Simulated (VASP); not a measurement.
Write the native input for VASP 6.6.1 that does the following.

```yaml
Task: single point
Functional: PBE
Potentials_or_basis: VASP PAW PBE potentials, release 64 (Sn_d, Se)
Cutoff: 520 eV
k_mesh: 8 × 8 × 8
Occupations: fermi-dirac, width 0.02 eV
Spin: non-collinear spin, zero start, spin-orbit coupling
Starting_moments: "[[0.0, 0.0, 0.0], [0.0, 0.0, 0.0]] μB"
Dipole_correction: no
Further_INCAR_settings: ALGO = Normal; EDIFF = 1e-06; NBANDS = 32
```

The structure of SnSe lies in POSCAR:

```
SnSe
1.0
    0.0000000000      2.9848894932      2.9848894932
    2.9848894932      0.0000000000      2.9848894932
    2.9848894932      2.9848894932      0.0000000000
Sn Se
1 1
Direct
    0.0000000000      0.0000000000      0.0000000000
    0.5000000000      0.5000000000      0.5000000000
```

One way to write it, as run:

INCAR

```
  ALGO = Normal
  EDIFF = 1E-6
  ENCUT = 520
  GGA = PE
  GGA_COMPAT = F
  ISIF = 2
  ISMEAR = -1
  LASPH = T
  LCHARG = F
  LORBIT = 11
  LORBMOM = T
  LREAL = F
  LSORBIT = T
  LWAVE = F
  MAGMOM = 0 0 0 0 0 0
  NBANDS = 32
  NELM = 150
  PREC = Accurate
  SIGMA = 0.02
```

KPOINTS

```
k-points
0
Gamma
  8 8 8
```

Potentials or basis: VASP PAW PBE potentials, release 64 (Sn_d, Se).

Run with:

```console
$ cat potpaw_PBE.64/Sn_d/POTCAR potpaw_PBE.64/Se/POTCAR > POTCAR
$ mpirun -np 1 vasp_ncl > vasp.out
```

Results of the run:

The pressure is 2.3 GPa, the net moment is 0.00 μB per cell and the valence electrons inside the program's atomic spheres are Sn 12.07; Se 3.81.

It took 2.2 min on 1 thread of Intel Xeon 8259CL, with other jobs on the host, peak memory 0.35 GiB.
